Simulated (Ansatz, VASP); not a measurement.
## One calculation of SrCl2, two programs

The input POSCAR:

```
SrCl2
1.0
    0.0000000000      3.4883500000      3.4883500000
    3.4883500000      0.0000000000      3.4883500000
    3.4883500000      3.4883500000      0.0000000000
Sr Cl
1 2
Direct
    0.0000000000      0.0000000000      0.0000000000
    0.2500000000      0.2500000000      0.2500000000
    0.7500000000      0.7500000000      0.7500000000
```

The input INCAR.step1:

```
ALGO = Normal
EDIFF = 1E-4
ENCUT = 600
GGA = PE
ISMEAR = 0
LASPH = T
LCHARG = F
LREAL = F
LWAVE = T
NELM = 100
PREC = Accurate
SIGMA = 0.02
```

INCAR.step2

```
ALGO = Normal
EDIFF = 1E-7
EDIFFG = -0.005
ENCUT = 600
IBRION = 2
ISIF = 3
ISMEAR = 0
ISTART = 1
LASPH = T
LCHARG = F
LMIXTAU = T
LREAL = F
LWAVE = F
METAGGA = R2SCAN
NELM = 100
NSW = 100
PREC = Accurate
SIGMA = 0.02
```

Contents of KPOINTS:

```
k-points
0
Gamma
  6 6 6
```

Input for Ansatz:

```yaml
crystal:
  lattice:
    - [0.0, 3.48835, 3.48835]
    - [3.48835, 0.0, 3.48835]
    - [3.48835, 3.48835, 0.0]
  atoms:
    - { symbol: Sr, position: [0.0, 0.0, 0.0] }
    - { symbol: Cl, position: [0.25, 0.25, 0.25] }
    - { symbol: Cl, position: [0.75, 0.75, 0.75] }
basis:
  ecutwfc: 500
kpoints:
  mp_grid: { grid: [6, 6, 6] }
hamiltonian:
  xc: r2scan
scf:
  occupations: { method: gaussian, width: 0.02 }
output:
  forces: true
  stress: true
  eigenvalues: true
  write_density: true
  write_potential: true
  elf: true
  volumetric_format: npy
relax:
  adjacent_minimum: "off"
  f_tol: 0.005
  max_steps: 80
  cell: { stress_tol: 0.05 }
```

Alike in both runs: task relaxation of cell and atoms; functional r2SCAN; k mesh 6 × 6 × 6; occupations gaussian, width 0.02 eV; no spin polarisation.

```csv
,VASP,Ansatz
version,VASP 6.6.1,Ansatz 0.2.0
potentials or method,"VASP PAW PBE potentials, release 64 (Sr_sv, Cl), cutoff 600 eV","scalar-relativistic, plane waves, PAW"
valence electrons in the cell,24,24
```

|  | VASP | Ansatz | Ansatz less VASP |
| --- | --- | --- | --- |
| gap on the k mesh at the Fermi level, each at its own relaxed structure (eV) | 5.93 | 5.94 | +0.008 |
| relaxed volume (Å³/atom) | 28.58 | 28.52 | -0.056 |
| relaxed length of the cell vector where the two differ most in proportion (Å) | 4.949 | 4.946 | -0.0032 |

VASP's potentials were made for PBE, not for r2SCAN.
